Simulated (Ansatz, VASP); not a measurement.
One calculation of BiS, two programs

The input INCAR:

```
SYSTEM = BiS
PREC = Accurate
ENCUT = 600
EDIFF = 1E-7
ISMEAR = 0
SIGMA = 0.1
LREAL = .FALSE.
LASPH = .TRUE.
NELM = 100
ALGO = Normal
ISIF = 3
LWAVE = .FALSE.
LCHARG = .FALSE.
GGA = PE
IBRION = 2
NSW = 90
EDIFFG = -0.04
```

Contents of KPOINTS:

```
Automatic mesh
0
G
  4 4 4
  0 0 0
```

Contents of POSCAR:

```
BiS
1.0
    2.5016448889     -6.6006238453      0.0000000000
    2.5016448889      6.6006238453      0.0000000000
    0.0000000000      0.0000000000      4.9694837657
Bi S
2 2
Direct
    0.8540000000      0.1460000000      0.7500000000
    0.1460000000      0.8540000000      0.2500000000
    0.5500000000      0.4500000000      0.7500000000
    0.4500000000      0.5500000000      0.2500000000
```

Input for Ansatz:

```yaml
crystal:
  lattice:
    - [2.5016448889, -6.6006238453, 0.0]
    - [2.5016448889, 6.6006238453, 0.0]
    - [0.0, 0.0, 4.9694837657]
  atoms:
    - { symbol: Bi, position: [0.854, 0.146, 0.75] }
    - { symbol: Bi, position: [0.146, 0.854, 0.25] }
    - { symbol: S, position: [0.55, 0.45, 0.75] }
    - { symbol: S, position: [0.45, 0.55, 0.25] }
basis:
  ecutwfc: 420
kpoints:
  mp_grid: { grid: [4, 4, 4] }
hamiltonian:
  xc: pbe
scf:
  occupations: { method: gaussian, width: 0.1 }
  lower_state_search: "off"
output:
  forces: true
  stress: true
  eigenvalues: true
relax:
  adjacent_minimum: "off"
  f_tol: 0.04
  max_steps: 70
  cell: { stress_tol: 0.4 }
```

Alike in both runs: task relaxation of cell and atoms; functional PBE; k mesh 4 × 4 × 4; occupations gaussian, width 0.1 eV; no spin polarisation.

|  | VASP | Ansatz |
| --- | --- | --- |
| version | VASP 6.6.1 | Ansatz 0.2.0 |
| potentials or method | VASP PAW PBE potentials, release 64 (Bi_d, S), cutoff 600 eV | scalar-relativistic, plane waves, PAW |
| valence electrons in the cell | 42 | 42 |

```csv
,VASP,Ansatz,Ansatz less VASP
"gap on the k mesh at the Fermi level, each at its own relaxed structure (eV)",none,none,-
relaxed volume (Å³/atom),26.40,26.04,-0.362
relaxed cell length with the largest relative difference (Å),3.796,4.321,+0.5251
```

A gap of «none» marks a metal or a gap that the smearing closes. One of these differences is far larger than is usual between the two programs; its cause wasn't traced.

Spin-orbit coupling is off throughout. Noted on VASP's run: the volume moved by over 15 % at a fixed basis, so the end points are rough.
